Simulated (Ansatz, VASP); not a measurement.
**TaN in VASP and in Ansatz**

```
Ta N
1.0
     2.93800   -0.04407   -0.04407
    -1.50717    2.56642   -0.01613
    -0.04324   -0.04324    2.88300
Ta N
1 1
Direct
  0.33333 0.66667 0.50000
  0.00000 0.00000 0.00000
```

Change from the starting cell: equal xy, yz and zx shear strains of -3 %, crystal datasets.

Alike in both runs: task electric field gradients; functional PBEsol; k mesh 12 × 12 × 10; occupations fermi-dirac, width 0.02 eV; no spin polarisation.

|  | VASP | Ansatz |
| --- | --- | --- |
| version | VASP 6.6.1 | Ansatz 0.2.0 |
| potentials or method | VASP PAW PBE potentials, release 64 (Ta_pv, N), cutoff 520 eV | all-electron PAW with datasets made for the crystal, scalar-relativistic |

VASP gave:

| Quantity | Value |
| --- | --- |
| pressure (GPa) | -3.1 |
| traceless stress, the component that is largest in VASP (GPa) | 7.71 |
| rms of the force components (eV/Å) | 0.063 |
| size of Vzz on the site where it differs most (V/Å²) | 115.7 |

Q: Estimate Ansatz's values.

A: Pressure (GPa): -3.8; traceless stress, the component that is largest in VASP (GPa): 7.60; rms of the force components (eV/Å): 0.060; size of Vzz on the site where it differs most (V/Å²): 124.8.

VASP's potentials were made for PBE, not for PBEsol. Atom by atom the forces differ by 0.004 eV/Å (rms over components). Ansatz ran all-electron here, and VASP with PAW potentials.

Neither program's run includes spin-orbit coupling.
